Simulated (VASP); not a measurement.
# CoSi3 (Fm-3m) in VASP: notebook

CoSi3 is run at these levels: PBE; tasks: single point.

Everything below comes from runs of VASP 6.6.1. Logs are shortened: lines on timing, memory, paths and dates and some standing lists are left out, and cuts for length are marked.

## Step 1: The cell of the first run

The structure is cubic, space group Fm-3m (No. 225). Conventional cell: a = 5.897 Å, b = 5.897 Å, c = 5.897 Å, α = 90.00°, β = 90.00°, γ = 90.00°. Within 3.4 Å of Si (site symmetry -43m) lie 10 Si at 2.55 to 2.95 Å and 4 Co at 2.55 Å. Si (site symmetry m-3m) has 8 Si at 2.55 Å and 6 Co at 2.95 Å within 3.4 Å. Within 3.4 Å of Co (site symmetry m-3m) lie 14 Si at 2.55 to 2.95 Å.

## Step 2: Single point, PBE

Contents of INCAR:

```
SYSTEM = CoSi3
ALGO = Normal ; EDIFF = 1E-7
ENCUT = 520 ; GGA = PE
ISIF = 2 ; ISMEAR = 0
LASPH = .True. ; LCHARG = .True.
LELF = .True. ; LREAL = .False.
LVHAR = .True. ; LWAVE = .False.
NBANDS = 18 ; NELM = 80
PREC = Accurate ; SIGMA = 0.1
```

Contents of KPOINTS:

```
k-points
0
Gamma
  12 12 12
  0 0 0
```

Contents of POSCAR:

```
CoSi3
1.0
    0.0000000000      2.9483370208      2.9483370208
    2.9483370208      0.0000000000      2.9483370208
    2.9483370208      2.9483370208      0.0000000000
Si Co
3 1
Direct
    0.2500000000      0.2500000000      0.2500000000
    0.7500000000      0.7500000000      0.7500000000
    0.5000000000      0.5000000000      0.5000000000
    0.0000000000      0.0000000000      0.0000000000
```

Potentials or basis: VASP PAW PBE potentials, release 64 (Si, Co).

Launch:

```
$ cat potpaw_PBE.64/Si/POTCAR potpaw_PBE.64/Co/POTCAR > POTCAR
$ mpirun -np 1 vasp_std > vasp.out
```

OUTCAR:

```text
SYSTEM = CoSi3
   EDIFF = 1E-7
   ENCUT = 520
   GGA = PE
   ISIF = 2
   ISMEAR = 0
   LASPH = .True.
   LREAL = .False.
   NELM = 80
   PREC = Accurate

 ion  position               nearest neighbor table
   1  0.250  0.250  0.250-   4 2.55   3 2.55   4 2.55   3 2.55   4 2.55   4 2.55   3 2.55   3 2.55
                             2 2.95   2 2.95   2 2.95   2 2.95   2 2.95   2 2.95
   2  0.750  0.750  0.750-   3 2.55   4 2.55   3 2.55   3 2.55   4 2.55   3 2.55   4 2.55   4 2.55
                             1 2.95   1 2.95   1 2.95   1 2.95   1 2.95   1 2.95
   3  0.500  0.500  0.500-   1 2.55   2 2.55   1 2.55   1 2.55   2 2.55   1 2.55   2 2.55   2 2.55
                             4 2.95   4 2.95   4 2.95   4 2.95   4 2.95   4 2.95
   4  0.000  0.000  0.000-   2 2.55   1 2.55   2 2.55   1 2.55   2 2.55   2 2.55   1 2.55   1 2.55
                             3 2.95   3 2.95   3 2.95   3 2.95   3 2.95   3 2.95

  LATTYP: Found a face centered cubic cell.
 ALAT       =     5.8966740416

  Lattice vectors:

 A1 = (   0.0000000000,   2.9483370208,   2.9483370208)
 A2 = (   2.9483370208,   0.0000000000,   2.9483370208)
 A3 = (   2.9483370208,   2.9483370208,   0.0000000000)

Analysis of symmetry for initial positions (statically):
=====================================================================
 Subroutine PRICEL returns:
 Original cell was already a primitive cell.

 Routine SETGRP: Setting up the symmetry group for a
 face centered cubic supercell.

 Subroutine GETGRP returns: Found 48 space group operations
 (whereof 48 operations were pure point group operations)
 out of a pool of 48 trial point group operations.

The static configuration has the point symmetry O_h .

Analysis of symmetry for dynamics (positions and initial velocities):
=====================================================================
 Subroutine PRICEL returns:
 Original cell was already a primitive cell.

 Routine SETGRP: Setting up the symmetry group for a
 face centered cubic supercell.

 Subroutine GETGRP returns: Found 48 space group operations
 (whereof 48 operations were pure point group operations)
 out of a pool of 48 trial point group operations.

The dynamic configuration has the point symmetry O_h .

 Subroutine INISYM returns: Found 48 space group operations
 (whereof 48 operations are pure point group operations),
 and found     1 'primitive' translations

[... 94 lines left out ...]
   LSORBIT =      F    spin-orbit coupling
   LASPH  =      T    aspherical Exc in radial PAW
   ENCUT  =  520.0 eV  38.22 Ry    6.18 a.u.   7.75  7.75  7.75*2*pi/ulx,y,z
   NELM   =     80;   NELMIN=  2; NELMDL= -5     # of ELM steps
   EDIFF  = 0.1E-06   stopping-criterion for ELM
   LREAL  =      F    real-space projection
   EDIFFG = 0.1E-05   stopping-criterion for IOM
   NSW    =      0    number of steps for IOM
   IBRION =     -1    ionic relax: 0-MD 1-quasi-New 2-CG
   NFREE  =      0    steps in history (QN), initial steepest desc. (CG)
   ISIF   =      2    stress and relaxation
   ISYM   =      2    0-nonsym 1-usesym 2-fastsym
   POTIM  = 0.5000    time-step for ionic-motion
   TEBEG  =    0.0;   TEEND  =   0.0 temperature during run
   PSTRESS=    0.0 pullay stress
   NELECT =      21.0000    total number of electrons
   NUPDOWN=      -1.0000    fix difference up-down
   EMIN   =  10.00;   EMAX   =-10.00  energy-range for DOS
   EFERMI =   0.00;   METHOD = LEGACY
   ISMEAR =     0;   SIGMA  =   0.10  broadening in eV -4-tet -1-fermi 0-gaus
   EFERMI_NEDOS =   21; number of points for ismear=-14 and -15
   IALGO  =     38    algorithm
   IMIX   =      4    mixing-type and parameters
     AMIX     =   0.40;   BMIX     =  1.00
     AMIX_MAG =   1.60;   BMIX_MAG =  1.00
  volume/ion in A,a.u.               =      12.81        86.48
  Fermi-wavevector in a.u.,A,eV,Ry     =   1.215890  2.297698 20.114683  1.478387
  Thomas-Fermi vector in A             =   2.351262
   LORBIT       =      0    0 simple, 1 ext, 2 COOP (PROOUT), +10 PAW based schemes
   GGA     = PE    functional components
   LHFCALC =     F    Hartree Fock is set to
   AEXX    =    0.0000 exact exchange contribution
   IVDW    =     0    specifies the selected vdW correction
   LEPSILON=     F    determine dielectric tensor
   LRPA    =     F    only Hartree local field effects (RPA)
 non-spin polarized calculation
 Gauss-broadening in eV      SIGMA  =   0.10
  energy-cutoff  :      520.00
  volume of cell :       51.26
 maximum number of plane-waves:      1411
   NGX = 15   NGY = 15   NGZ = 15

 number of electron      20.9999994 magnetization

 Free energy of the ion-electron system (eV)
  ---------------------------------------------------
  ext. energy  EPLUGINS =         0.00000000
  ---------------------------------------------------
  free energy    TOTEN  =       -22.20220438 eV

  energy without entropy =      -22.18656726  energy(sigma->0) =      -22.19438582

 E-fermi :  11.0260     XC(G=0): -11.8898

 val. band max:       11.0219691841   @ k =  -0.3333   0.0833   0.0000
 cond. band min:      11.0279365945   @ k =  -0.4167   0.4167   0.0833
 fundamental gap:      0.0059674104
 Fermi energy:        11.0259693583

 k-point     1 :       0.0000    0.0000    0.0000
  band No.  band energies     occupation
      1      -3.3379      2.00000
      2       6.6824      2.00000
      3       6.6824      2.00000
      4       6.6824      2.00000
      5       8.1919      2.00000
      6       8.7918      2.00000
[... 481 lines left out ...]
      5       7.0642      2.00000
      6       8.4621      2.00000
[... 10 lines left out ...]
     17      18.5173      0.00000
     18      19.2131      0.00000

 [... further k-points ...]
[... 5 lines left out ...]
  --------------------------------------------------------------------------------------
  -------------------------------------------------------------------------------------
  Total       -0.0202139     -0.0202139     -0.0202139      0.0000000      0.0000000     -0.0000000
  in kB       -0.6318296     -0.6318296     -0.6318296      0.0000000      0.0000000     -0.0000000
  external PRESSURE =      -0.6318296 kB  Pullay stress =       0.0000000 kB

 VOLUME and BASIS-vectors are now :
 -----------------------------------------------------------------------------
  energy-cutoff  :      520.00
  volume of cell :       51.26
      direct lattice vectors                 reciprocal lattice vectors
     0.000000000  2.948337021  2.948337021    -0.169587125  0.169587125  0.169587125
     2.948337021  0.000000000  2.948337021     0.169587125 -0.169587125  0.169587125
     2.948337021  2.948337021  0.000000000     0.169587125  0.169587125 -0.169587125

 POSITION                                       TOTAL-FORCE (eV/Angst)
 -----------------------------------------------------------------------------------
      1.47417      1.47417      1.47417        -0.000000     -0.000000      0.000000
      4.42251      4.42251      4.42251        -0.000000      0.000000      0.000000
      2.94834      2.94834      2.94834         0.000000      0.000000     -0.000000
      0.00000      0.00000      0.00000         0.000000      0.000000     -0.000000
 -----------------------------------------------------------------------------------
    total drift:                                0.000000     -0.000000      0.000000

  FREE ENERGIE OF THE ION-ELECTRON SYSTEM (eV)
  ---------------------------------------------------
  free  energy   TOTEN  =       -22.2022043757 eV

  energy  without entropy=      -22.1865672621  energy(sigma->0) =      -22.19438582
```

Run time: 46 s. Hardware: 1 thread of Intel Xeon Platinum 8375C at 2.90GHz (Ice Lake), shared host; peak memory 0.21 GiB.

What came out:

```yaml
Free_energy: -22.2022 eV
Pressure: -0.1 GPa
```

Levels at points of the mesh, in eV from the Fermi level:
```tsv
k point	band 9	band 10	band 11	band 12	band 13	band 14
(0.00, 0.00, 0.00)	-2.15	-2.15	-0.36	0.95	0.95	0.95
(0.50, 0.00, 0.00)	-1.93	-1.93	0.06	0.06	1.29	5.16
(0.50, 0.50, 0.00)	-1.64	-0.77	-0.09	4.32	4.32	5.45
```

Spin polarisation is off, so any magnetic state and its effect on volume and gap are missing.

## Step 3: Single point, PBE, collinear spin, zero start

Contents of INCAR:

```
SYSTEM = CoSi3
  PREC = Accurate
  ENCUT = 520
  EDIFF = 1E-7
  ISMEAR = 0
  SIGMA = 0.1
  LREAL = .False.
  LASPH = .True.
  NELM = 150
  ALGO = Normal
  ISIF = 2
  LWAVE = .False.
  LCHARG = .True.
  ISPIN = 2
  MAGMOM = 0 0 0 0
  LORBIT = 11
  NUPDOWN = 0.0
  LMAXMIX = 4
  GGA = PE
  LELF = .True.
  LVHAR = .True.
  NBANDS = 22
```

Contents of KPOINTS:

```
Automatic mesh
0
Gamma
  12 12 12
  0 0 0
```

POSCAR is that of step 2.

Potentials or basis: VASP PAW PBE potentials, release 64 (Si, Co).

Launch:

```
$ cat potpaw_PBE.64/Si/POTCAR potpaw_PBE.64/Co/POTCAR > POTCAR
$ mpirun -np 1 vasp_std > vasp.out
```

OUTCAR:

```text
SYSTEM = CoSi3
   PREC = Accurate
   ENCUT = 520
   EDIFF = 1E-7
   ISMEAR = 0
   LREAL = .False.
   LASPH = .True.
   NELM = 150
   ISIF = 2
   ISPIN = 2
   LORBIT = 11
   NUPDOWN = 0.0
   GGA = PE

 ion  position               nearest neighbor table
   1  0.250  0.250  0.250-   4 2.55   3 2.55   4 2.55   3 2.55   4 2.55   4 2.55   3 2.55   3 2.55
                             2 2.95   2 2.95   2 2.95   2 2.95   2 2.95   2 2.95
   2  0.750  0.750  0.750-   3 2.55   4 2.55   3 2.55   3 2.55   4 2.55   3 2.55   4 2.55   4 2.55
                             1 2.95   1 2.95   1 2.95   1 2.95   1 2.95   1 2.95
   3  0.500  0.500  0.500-   1 2.55   2 2.55   1 2.55   1 2.55   2 2.55   1 2.55   2 2.55   2 2.55
                             4 2.95   4 2.95   4 2.95   4 2.95   4 2.95   4 2.95
[... 1439 lines left out ...]

 POSITION                                       TOTAL-FORCE (eV/Angst)
 -----------------------------------------------------------------------------------
      1.47417      1.47417      1.47417        -0.000000     -0.000000     -0.000000
      4.42251      4.42251      4.42251         0.000000      0.000000      0.000000
      2.94834      2.94834      2.94834         0.000000     -0.000000      0.000000
      0.00000      0.00000      0.00000         0.000000     -0.000000      0.000000
 -----------------------------------------------------------------------------------
    total drift:                                0.000000     -0.000000      0.000000

  FREE ENERGIE OF THE ION-ELECTRON SYSTEM (eV)
  ---------------------------------------------------
  free  energy   TOTEN  =       -22.2022043928 eV

  energy  without entropy=      -22.1865672529  energy(sigma->0) =      -22.19438582

 total charge

# of ion       s       p       d       tot
------------------------------------------
    1        0.819   0.745   0.000   1.564
    2        0.819   0.745   0.000   1.564
    3        0.848   0.726   0.000   1.574
    4        0.405   0.446   7.432   8.283
--------------------------------------------------
tot          2.890   2.662   7.432  12.985

 magnetization (x)

# of ion       s       p       d       tot
------------------------------------------
    1        0.000   0.000   0.000   0.000
    2        0.000   0.000   0.000   0.000
    3       -0.000  -0.000   0.000  -0.000
    4       -0.000  -0.000   0.000   0.000
--------------------------------------------------
tot         -0.000  -0.000   0.000   0.000
```

stdout:

```text
POSCAR found type information on POSCAR SiCo
 POSCAR found :  2 types and       4 ions
 scaLAPACK will be used
 LDA part: xc-table for (Slater+PW92), standard interpolation
 POSCAR, INCAR and KPOINTS ok, starting setup
 FFT: planning ... GRIDC
 FFT: planning ... GRID_SOFT
 FFT: planning ... GRID
 WAVECAR not read
 entering main loop
```

Run time: 1.9 min. Hardware: 1 thread of Intel Xeon Platinum 8375C at 2.90GHz (Ice Lake), shared host; peak memory 0.28 GiB.

What came out:

```yaml
Free_energy: -22.2022 eV
Pressure: -0.1 GPa
Net_moment: 0.00 μB per cell
Valence_electrons_inside_the_program's_atomic_spheres: Si 1.56, 1.57; Co 8.28
```

Caveat: the total moment is fixed, so each spin has its own Fermi level.

## Step 4: Single point, PBE, collinear spin, ferromagnetic start

Contents of INCAR:

```
ALGO     = Normal         # electronic algorithm
EDIFF    = 1E-6           # SCF threshold, eV
ENCUT    = 520            # plane-wave cutoff, eV
GGA      = PE             # functional
ISIF     = 2              # what is computed and relaxed
ISMEAR   = 0              # smearing method
ISPIN    = 2              # spin polarisation
LASPH    = T              # aspherical terms in the spheres
LCHARG   = F              # write CHGCAR
LMAXMIX  = 4              # l up to which the mixer works
LORBIT   = 11             # projections on sites
LREAL    = F              # projectors in reciprocal space
LWAVE    = F              # write WAVECAR
MAGMOM   = 0.02 0.02 0.04 0.75 # initial moments
NBANDS   = 22             # bands
NELM     = 150            # most SCF steps
NUPDOWN  = 0.75           # fixed moment
PREC     = Accurate       # precision mode
SIGMA    = 0.1            # smearing width, eV
```

Contents of KPOINTS:

```
k-points
0
Gamma
  12 12 12
```

POSCAR is that of step 3.

Launch:

```
$ cat potpaw_PBE.64/Si/POTCAR potpaw_PBE.64/Co/POTCAR > POTCAR
$ mpirun -np 1 vasp_std > vasp.out
```

Run time: 1.8 min. Hardware: 1 thread of Intel Xeon Platinum 8488C (Sapphire Rapids), shared host; peak memory 0.28 GiB.

Results (log left out):

```
Free energy                                           : -22.1732 eV
Pressure                                              : -0.2 GPa
Net moment                                            : 0.75 μB per cell
Site moments                                          : Si +0.02, +0.03; Co +0.66 μB
Valence electrons inside the program's atomic spheres : Si 1.56, 1.58; Co 8.28
```

Caveat: the total moment is fixed, so each spin has its own Fermi level.

## Step 5: Single point, PBE, collinear spin, ferromagnetic start

Contents of INCAR:

```
ALGO = Normal
EDIFF = 1E-6
ENCUT = 520
GGA = PE
ISIF = 2
ISMEAR = 0
ISPIN = 2
LASPH = T
LCHARG = F
LMAXMIX = 4
LORBIT = 11
LREAL = F
LWAVE = F
MAGMOM = 0.05 0.05 0.08 1.01
NBANDS = 22
NELM = 150
NUPDOWN = 1.12
PREC = Accurate
SIGMA = 0.1
```

KPOINTS is that of step 4.

POSCAR is that of step 4.

Launch:

```
$ cat potpaw_PBE.64/Si/POTCAR potpaw_PBE.64/Co/POTCAR > POTCAR
$ mpirun -np 1 vasp_std > vasp.out
```

Wall time 2.1 min (1 thread of Intel Xeon Platinum 8488C (Sapphire Rapids), shared host); peak memory 0.28 GiB.

Results (log left out):

| Item | Value |
| --- | --- |
| Free energy | -22.0887 eV |
| Pressure | 0.2 GPa |
| Net moment | 1.12 μB per cell |
| Site moments | Si +0.04, +0.06; Co +0.90 μB |
| Valence electrons inside the program's atomic spheres | Si 1.56, 1.57; Co 8.27 |

Caveat: the total moment is fixed, so each spin has its own Fermi level.

## Step 6: Single point, PBE, collinear spin, ferromagnetic start

Contents of INCAR:

```
SYSTEM = CoSi3
PREC = Accurate
ENCUT = 520
EDIFF = 1E-7
ISMEAR = 0
SIGMA = 0.1
LREAL = .False.
LASPH = .True.
NELM = 150
ALGO = Normal
ISIF = 2
LWAVE = .False.
LCHARG = .False.
ISPIN = 2
MAGMOM = 0.08 0.08 0.13 1.27
LORBIT = 11
NUPDOWN = 1.5
LMAXMIX = 4
GGA = PE
NBANDS = 22
```

Contents of KPOINTS:

```
Automatic mesh
0
Gamma
  12 12 12
  0 0 0
```

POSCAR is that of step 5.

Potentials or basis: VASP PAW PBE potentials, release 64 (Si, Co).

Launch:

```
$ cat potpaw_PBE.64/Si/POTCAR potpaw_PBE.64/Co/POTCAR > POTCAR
$ mpirun -np 1 vasp_std > vasp.out
```

It took 2.1 min on 1 thread of Intel Xeon Platinum 8488C (Sapphire Rapids), shared host; peak memory 0.28 GiB.

The run converged. Its results:

```
Free energy                                           : -21.9735 eV
Pressure                                              : 0.7 GPa
Net moment                                            : 1.50 μB per cell
Site moments                                          : Si +0.06, +0.09; Co +1.13 μB
Valence electrons inside the program's atomic spheres : Si 1.56, 1.57; Co 8.26
```

Caveat: the total moment is fixed, so each spin has its own Fermi level.

## Step 7: Summary

```tsv
spin	fixed moment (μB)	pressure (GPa)	moment (μB)
off	-	-0.1	-
collinear, zero start	0.0	-0.1	0.00
collinear, ferromagnetic start	0.75	-0.2	0.75
collinear, ferromagnetic start	1.12	0.2	1.12
collinear, ferromagnetic start	1.5	0.7	1.50
```

Alike in all rows: task single point; level PBE; potentials or basis VASP PAW PBE potentials, release 64 (Si, Co); cell as given; k mesh 12 × 12 × 12; cutoff (eV) 520; smearing gaussian 0.1 eV.

Caveats: the total moment is fixed, so each spin has its own Fermi level (some runs).

Absolute energies hang on the potentials; compare differences alone.
